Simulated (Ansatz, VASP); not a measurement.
# PbS: VASP beside Ansatz

```
Pb S
1.0
     5.01021    0.00000    0.00000
    -2.50510    4.33897    0.00000
     0.00000    0.00000    6.02093
Pb S
2 2
Direct
  0.33333 0.66667 0.25000
  0.66667 0.33333 0.75000
  0.66667 0.33333 0.25000
  0.33333 0.66667 0.75000
```

Alike in both runs: functional PBE; k mesh 6 × 6 × 4; occupations gaussian, width 0.1 eV; no spin polarisation.

Ansatz relaxed the structure, and its values are those at the end. VASP's run is a single point on that final structure, the one shown.

```csv
,VASP,Ansatz
version,VASP 6.6.1,Ansatz 0.2.0
potentials or method,"VASP PAW PBE potentials, release 64 (Pb_d, S), cutoff 520 eV","scalar-relativistic, plane waves, PAW"
valence electrons in the cell,40,40
```

Ansatz gave:

- gap on the k mesh at the Fermi level (eV): 1.43
- least direct gap on the mesh (eV): 1.43
- pressure (GPa): 0.4

**Question.** Estimate VASP's values.

**Answer.** gap on the k mesh at the Fermi level (eV): 1.43; least direct gap on the mesh (eV): 1.43; pressure (GPa): 0.3.

Neither program's run includes spin-orbit coupling.
